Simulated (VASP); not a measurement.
# CO (P1) in VASP: single point with r2SCAN

Aim: the single point of CO with r2SCAN.

Program: VASP 6.6.1. These are calculated values, not measurements. Logs are shortened: lines on timing, memory, paths and dates and some standing lists are left out, and cuts for length are marked.

## 1. The cell of the first run

The typed cell holds 8 atoms: a = 5.782 Å, b = 5.808 Å, c = 5.701 Å, α = 89.48°, β = 90.01°, γ = 90.68°.

## 2. Single point, r2SCAN

POSCAR reads:

```
CO
1.0
    5.7818376700     -0.0345573700     -0.0001762600
   -0.0345573700      5.8075071400      0.0260001700
   -0.0001762600      0.0260001700      5.7010381300
C O
4 4
Direct
    0.9486774500      0.9391757400      0.9622072300
    0.5575969300      0.0552310500      0.4467546900
    0.4797586200      0.5432061500      0.0573294900
    0.0676521200      0.4824063900      0.5421048500
    0.0551720800      0.0798613700      0.0760452700
    0.4295920700      0.9103506900      0.5849371800
    0.5755182800      0.4300016600      0.9278833900
    0.9210802000      0.5810389800      0.4248331400
```

INCAR.step1 reads:

```
  PREC = Accurate
  ENCUT = 520
  ISMEAR = -1
  SIGMA = 0.1
  LREAL = F
  LASPH = T
  NELM = 80
  NBANDS = 30
  GGA = PE
  ALGO = Normal
  EDIFF = 1E-4
  LWAVE = T
  LCHARG = F
```

INCAR.step2 reads:

```
  PREC = Accurate
  ENCUT = 520
  EDIFF = 1E-6
  ISMEAR = -1
  SIGMA = 0.1
  LREAL = F
  LASPH = T
  NELM = 80
  ALGO = Normal
  ISIF = 2
  LWAVE = F
  LCHARG = F
  METAGGA = R2SCAN
  LMIXTAU = T
  NBANDS = 30
  ISTART = 1
```

KPOINTS reads:

```
Automatic mesh
0
Gamma
  3 3 3
  0.5 0.5 0.5
```

Potentials or basis: VASP PAW PBE potentials, release 64 (C, O).

The run is started by

```console
> cat potpaw_PBE.64/C/POTCAR potpaw_PBE.64/O/POTCAR > POTCAR
> cp INCAR.step1 INCAR
> mpirun -np 1 vasp_std > vasp.out
> cp INCAR.step2 INCAR
> mpirun -np 1 vasp_std > vasp.out
```

OUTCAR:

```text
PREC = Accurate
   ENCUT = 520
   EDIFF = 1E-6
   ISMEAR = -1
   LREAL = F
   LASPH = T
   NELM = 80
   ISIF = 2
   METAGGA = R2SCAN
   ISTART = 1

 ion  position               nearest neighbor table
   1  0.949  0.939  0.962-   5 1.21
   2  0.558  0.055  0.447-   6 1.36
   3  0.480  0.543  0.057-   7 1.14
   4  0.068  0.482  0.542-   8 1.22
   5  0.055  0.080  0.076-   1 1.21
   6  0.430  0.910  0.585-   2 1.36
   7  0.576  0.430  0.928-   3 1.14
   8  0.921  0.581  0.425-   4 1.22

  LATTYP: Found a triclinic cell.
 ALAT       =     5.8076681553
 B/A-ratio  =     1.4026445279
 C/A-ratio  =     1.7206476470
 COS(alpha) =     0.0000228560
 COS(beta)  =     0.5829215006
 COS(gamma) =     0.7044734953

  Lattice vectors:

 A1 = (  -0.0345573700,   5.8075071400,   0.0260001700)
 A2 = (   5.7472803000,   5.7729497700,   0.0258239100)
 A3 = (  -5.8162187800,   5.8160643400,  -5.6748617000)

Analysis of symmetry for initial positions (statically):
=====================================================================
 Subroutine PRICEL returns:
 Original cell was already a primitive cell.

 Routine SETGRP: Setting up the symmetry group for a
 triclinic supercell.

 Subroutine GETGRP returns: Found  1 space group operations
 (whereof  1 operations were pure point group operations)
 out of a pool of  2 trial point group operations.

The static configuration has the point symmetry C_1 .

Analysis of symmetry for dynamics (positions and initial velocities):
=====================================================================
 Subroutine PRICEL returns:
 Original cell was already a primitive cell.

 Routine SETGRP: Setting up the symmetry group for a
 triclinic supercell.

 Subroutine GETGRP returns: Found  1 space group operations
 (whereof  1 operations were pure point group operations)
 out of a pool of  2 trial point group operations.

The dynamic configuration has the point symmetry C_1 .

 Subroutine INISYM returns: Found  1 space group operations
 (whereof  1 operations are pure point group operations),
 and found     1 'primitive' translations

[... 91 lines left out ...]
   LSORBIT =      F    spin-orbit coupling
   LASPH  =      T    aspherical Exc in radial PAW
   ENCUT  =  520.0 eV  38.22 Ry    6.18 a.u.  10.75 10.80 10.60*2*pi/ulx,y,z
   NELM   =     80;   NELMIN=  2; NELMDL=  0     # of ELM steps
   EDIFF  = 0.1E-05   stopping-criterion for ELM
   LREAL  =      F    real-space projection
   EDIFFG = 0.1E-04   stopping-criterion for IOM
   NSW    =      0    number of steps for IOM
   IBRION =     -1    ionic relax: 0-MD 1-quasi-New 2-CG
   NFREE  =      0    steps in history (QN), initial steepest desc. (CG)
   ISIF   =      2    stress and relaxation
   ISYM   =      2    0-nonsym 1-usesym 2-fastsym
   POTIM  = 0.5000    time-step for ionic-motion
   TEBEG  =    0.0;   TEEND  =   0.0 temperature during run
   PSTRESS=    0.0 pullay stress
   NELECT =      40.0000    total number of electrons
   NUPDOWN=      -1.0000    fix difference up-down
   EMIN   =  10.00;   EMAX   =-10.00  energy-range for DOS
   EFERMI =   0.00;   METHOD = LEGACY
   ISMEAR =    -1;   SIGMA  =   0.10  broadening in eV -4-tet -1-fermi 0-gaus
   EFERMI_NEDOS =   21; number of points for ismear=-14 and -15
   IALGO  =     38    algorithm
   IMIX   =      4    mixing-type and parameters
     AMIX     =   0.40;   BMIX     =  1.00
     AMIX_MAG =   1.60;   BMIX_MAG =  1.00
  volume/ion in A,a.u.               =      23.93       161.47
  Fermi-wavevector in a.u.,A,eV,Ry     =   0.971478  1.835828 12.840769  0.943770
  Thomas-Fermi vector in A             =   2.101699
   LORBIT       =      0    0 simple, 1 ext, 2 COOP (PROOUT), +10 PAW based schemes
   METAGGA = R2SCAN    functional components
   LHFCALC =     F    Hartree Fock is set to
   AEXX    =    0.0000 exact exchange contribution
   IVDW    =     0    specifies the selected vdW correction
   LEPSILON=     F    determine dielectric tensor
   LRPA    =     F    only Hartree local field effects (RPA)
 non-spin polarized calculation
  energy-cutoff  :      520.00
  volume of cell :      191.42
 maximum number of plane-waves:      5171
 NGX is ok and might be reduce to    48
   NGX = 21   NGY = 21   NGZ = 21

 number of electron      39.9999999 magnetization

 Free energy of the ion-electron system (eV)
  ---------------------------------------------------
  ext. energy  EPLUGINS =         0.00000000
  ---------------------------------------------------
  free energy    TOTEN  =       -63.53718858 eV

  energy without entropy =      -63.53718858  energy(sigma->0) =      -63.53718858

 E-fermi :  -3.5854     XC(G=0):  -6.5323

 val. band max:       -5.9866203135   @ k =  -0.1667   0.1667   0.1667
 cond. band min:      -0.5685052425   @ k =  -0.1667  -0.1667   0.1667
 fundamental gap:      5.4181150710
 Fermi energy:        -3.5853715045

 k-point     1 :       0.1667    0.1667    0.1667
  band No.  band energies     occupation
      1     -27.3802      2.00000
      2     -26.4327      2.00000
      3     -26.1819      2.00000
      4     -24.4473      2.00000
      5     -11.7156      2.00000
      6     -11.5711      2.00000
[... 451 lines left out ...]
     29       5.9350      0.00000
     30       6.1809      0.00000

------------------------ aborting loop because EDIFF is reached ----------------------------------------

  FORCE on cell =-STRESS in cart. coord.  units (eV):
  Direction    XX          YY          ZZ          XY          YZ          ZX
  --------------------------------------------------------------------------------------
  -------------------------------------------------------------------------------------
  Total      -12.1133993    -12.8068130    -11.4196396     -5.1456733      5.0980454     -0.3158024
  in kB     -101.3891161   -107.1929865    -95.5823495    -43.0692705     42.6706251     -2.6432652
  external PRESSURE =    -101.3881507 kB  Pullay stress =       0.0000000 kB

 VOLUME and BASIS-vectors are now :
 -----------------------------------------------------------------------------
  energy-cutoff  :      520.00
  volume of cell :      191.42
      direct lattice vectors                 reciprocal lattice vectors
     5.781837670 -0.034557370 -0.000176260     0.172961543  0.001029199  0.000000654
    -0.034557370  5.807507140  0.026000170     0.001029199  0.172200560 -0.000785307
    -0.000176260  0.026000170  5.701038130     0.000000654 -0.000785307  0.175410232

 POSITION                                       TOTAL-FORCE (eV/Angst)
 -----------------------------------------------------------------------------------
      5.45247      5.44650      5.50983         3.557352      4.717668      3.759447
      3.22195      0.31310      2.54830        -6.806665     -7.712494      7.245342
      2.75510      3.13958      0.34088         0.312150     -0.395498     -0.487612
      0.37439      2.81334      3.10309        -5.427570      3.645200     -4.246924
      0.31622      0.46387      0.43560        -3.492039     -4.685906     -3.745198
      2.45227      5.28723      3.35834         6.749250      7.696947     -7.195649
      3.31253      2.50147      5.30098        -0.314086      0.373302      0.444354
      5.30538      3.35360      2.43693         5.421607     -3.639219      4.226239
 -----------------------------------------------------------------------------------
    total drift:                               -0.000519      0.000436      0.000135

  FREE ENERGIE OF THE ION-ELECTRON SYSTEM (eV)
  ---------------------------------------------------
  free  energy   TOTEN  =       -63.5371885813 eV

  energy  without entropy=      -63.5371885812  energy(sigma->0) =      -63.53718858
```

OUTCAR.step1:

```text
PREC = Accurate
   ENCUT = 520
   ISMEAR = -1
   LREAL = F
   LASPH = T
[... 697 lines left out ...]
      0.31622      0.46387      0.43560        -3.034867     -4.072926     -3.263105
      2.45227      5.28723      3.35834         6.304482      7.194291     -6.721158
      3.31253      2.50147      5.30098         0.126791     -0.162443     -0.156101
      5.30538      3.35360      2.43693         4.800360     -3.231462      3.746517
 -----------------------------------------------------------------------------------
    total drift:                               -0.000907      0.003171     -0.005904

  FREE ENERGIE OF THE ION-ELECTRON SYSTEM (eV)
  ---------------------------------------------------
  free  energy   TOTEN  =       -57.0662660541 eV

  energy  without entropy=      -57.0662660538  energy(sigma->0) =      -57.06626605
```

Wall time 9.7 min (1 thread of AMD EPYC 7R43 (Zen 3), shared host); peak memory 0.28 GiB.

What came out:

| Property | Result |
| --- | --- |
| Free energy | -63.5372 eV |
| Pressure | -10.1 GPa |
| Largest force | 12.582 eV/Å |
| Band gap on the k mesh | 5.42 eV, indirect (the least direct gap lies 2.5 meV higher) |

Forces on the atoms (eV/Å):
```
C    3.557  4.718  3.759
C   -6.807 -7.712  7.245
C    0.312 -0.395 -0.488
C   -5.428  3.645 -4.247
O   -3.492 -4.686 -3.745
O    6.749  7.697 -7.196
O   -0.314  0.373  0.444
O    5.422 -3.639  4.226
```

Caveat: the PAW data sets were made with another functional, which shifts forces and pressure a little.
